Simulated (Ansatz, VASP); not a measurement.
## Fe: VASP beside Ansatz

```
CELL_PARAMETERS angstrom
0.00000 1.75523 1.75523
1.75523 0.00000 1.75523
1.75523 1.75523 0.00000
ATOMIC_POSITIONS crystal
Fe 0.00000 0.00000 0.00000
```

Alike in both runs: task single point; functional PBE; k mesh 16 × 16 × 16; occupations fermi-dirac, width 0.0577 eV; no spin polarisation.

```csv
,VASP,Ansatz
version,VASP 6.6.1,Ansatz 0.2.0
potentials or method,"VASP PAW PBE potentials, release 64 (Fe), cutoff 600 eV",PAW plane waves
valence electrons in the cell,8,16
```

Ansatz gave:

| Property | Result |
| --- | --- |
| pressure (GPa) | -13.3 |

Q: Estimate VASP's values.

A: Pressure (GPa): -13.8.

VASP's potentials hold 8 valence electrons a cell and Ansatz's 16, so a difference there can come from the potentials and not from the codes.
